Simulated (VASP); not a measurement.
Set up this calculation in VASP 6.6.1, as the native input.

* Task: single point
* Functional: LDA
* Potentials or basis: VASP PAW LDA potentials, release 64 (V_sv)
* Cutoff: 520 eV
* k mesh: 16 × 16 × 4
* Occupations: fermi-dirac, width 0.1 eV
* Spin: no spin polarisation
* Dipole correction: no
* Further INCAR settings: ALGO = Normal; EDIFF = 1e-07; NBANDS = 34

The structure of V lies in POSCAR:

```
V
1.0
    2.6107482248      0.0000000000      0.0000000000
   -1.3053741124      2.2609742856      0.0000000000
    0.0000000000      0.0000000000      9.4453967677
V
4
Direct
    1.0000000000      1.0000000000      0.0000000000
    1.0000000000      0.0000000000      0.5000000000
    0.3333333333      0.6666666667      0.2500000000
    0.6666666667      0.3333333333      0.7500000000
```

This isn't the form of V at room conditions, which is bcc.

One way to write it, as run:

INCAR

```
SYSTEM = V
PREC = Accurate
ENCUT = 520
EDIFF = 1E-7
ISMEAR = -1
SIGMA = 0.1
LREAL = .FALSE.
LASPH = .TRUE.
NELM = 60
ALGO = Normal
ISIF = 2
LWAVE = .FALSE.
LCHARG = .TRUE.
GGA = CA
LELF = .TRUE.
LVHAR = .TRUE.
NBANDS = 34
```

KPOINTS

```
Automatic mesh
0
G
  16 16 4
  0 0 0
```

Potentials or basis: VASP PAW LDA potentials, release 64 (V_sv).

The run is started by

```bash
$ cat potpaw_LDA.64/V_sv/POTCAR > POTCAR
$ mpirun -np 1 vasp_std > vasp.out
```

Results of the run:

```yaml
Pressure: -12.8 GPa
Band_gap_on_the_k_mesh: zero (bands 26 and 27 overlap by 1.05 eV)
```

Caveat: the cell stands under tension.

Run time: 2.9 min on 1 thread of Intel(R) Xeon(R) Platinum 8488C (Sapphire Rapids), with other jobs on the host, peak memory 0.23 GiB.
